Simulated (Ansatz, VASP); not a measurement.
Mo2W: VASP beside Ansatz

```xyz
6
Lattice="1.5921 -2.2508 -0.0017 4.7485 2.2309 0.0011 1.5842 0.0000 6.7046" Properties=species:S:1:pos:R:3 pbc="T T T"
Mo    1.5848   -0.0035    2.2395
Mo    4.7552   -0.0135    2.2392
Mo    3.1697   -0.0064    4.4648
Mo    6.3401   -0.0164    4.4645
W     1.5922   -2.2508   -0.0016
W     3.1703   -0.0100   -0.0003
```

Change from the starting cell: cell x2, atoms moved at random (sigma 0.1 Å) and cell strained at random (1.5 %), then relaxed without symmetry.

Alike in both runs: functional PBE; k mesh 8 × 4 × 4; occupations gaussian, width 0.2 eV; no spin polarisation.

Ansatz relaxed the structure, and its values are those at the end. VASP's run is a single point on that final structure, the one shown.

```csv
,VASP,Ansatz
version,VASP 6.6.1,Ansatz 0.2.0
potentials or method,"VASP PAW PBE potentials, release 64 (Mo_sv, W_sv), cutoff 520 eV","scalar-relativistic, plane waves, PAW"
valence electrons in the cell,84,84
```

Ansatz gave:

* gap on the k mesh at the Fermi level (eV): none
* pressure (GPa): 0.0
* rms of the force components (eV/Å): 0.003

Estimate VASP's values.

gap on the k mesh at the Fermi level (eV): none; pressure (GPa): 0.5; rms of the force components (eV/Å): 0.004.

A gap of «none» marks a metal or a gap that the smearing closes. With one functional, cell and mesh, what is left measures potentials, basis and numerics.

Spin-orbit coupling is off throughout.
